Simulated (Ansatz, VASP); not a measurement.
## TiGe4: VASP beside Ansatz

```
Ti Ge
1.0
    -2.94071    2.94071    2.94071
     2.94071   -2.94071    2.94071
     2.94071    2.94071   -2.94071
Ti Ge
1 4
Direct
  0.00000 0.00000 0.00000
  0.50000 0.50000 0.50000
  0.50000 0.00000 0.00000
  0.00000 0.00000 0.50000
  0.00000 0.50000 0.00000
```

Change from the starting cell: species swapped into the GeF4 type (I-43m, No. 217).

Alike in both runs: functional PBE; k mesh 10 × 10 × 10; occupations gaussian, width 0.1 eV; no spin polarisation.

Ansatz relaxed the structure, and its values are those at the end. VASP's run is a single point on that final structure, the one shown.

|  | VASP | Ansatz |
| --- | --- | --- |
| version | VASP 6.6.1 | Ansatz 0.2.0 |
| potentials or method | VASP PAW PBE potentials, release 64 (Ti_sv, Ge_d), cutoff 520 eV | scalar-relativistic, plane waves, PAW |
| valence electrons in the cell | 68 | 68 |

```csv
,VASP,Ansatz,Ansatz less VASP
gap on the k mesh at the Fermi level (eV),none,none,-
pressure (GPa),-0.1,0.0,+0.07
```

A gap of «none» marks a metal or a gap that the smearing closes.
